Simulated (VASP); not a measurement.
A run of VASP 6.6.1 is set up as follows.

File INCAR:

```
  PREC = Accurate
  ENCUT = 520
  EDIFF = 1E-6
  ISMEAR = 0
  SIGMA = 0.1
  LREAL = False
  LASPH = True
  NELM = 80
  ALGO = Normal
  ISIF = 2
  LWAVE = False
  LCHARG = False
  GGA = PE
  NBANDS = 16
```

File KPOINTS:

```
regular mesh
0
Gamma
  6 6 6
```

Contents of POSCAR:

```
AlRu
1.0
    2.9815009433      0.0000000000      0.0000000000
    0.0000000000      2.9815009433      0.0000000000
    0.0000000000      0.0000000000      2.9815009433
Al Ru
1 1
Direct
    0.0000000000      0.0000000000      0.0000000000
    0.5000000000      0.5000000000      0.5000000000
```

Potentials or basis: VASP PAW PBE potentials, release 64 (Al, Ru_pv).

The run is started by

```sh
$ cat potpaw_PBE.64/Al/POTCAR potpaw_PBE.64/Ru_pv/POTCAR > POTCAR
$ mpirun -np 1 vasp_std > vasp.out
```

(1) What does it give for the pressure?

Results:

(1) 4.7 GPa.
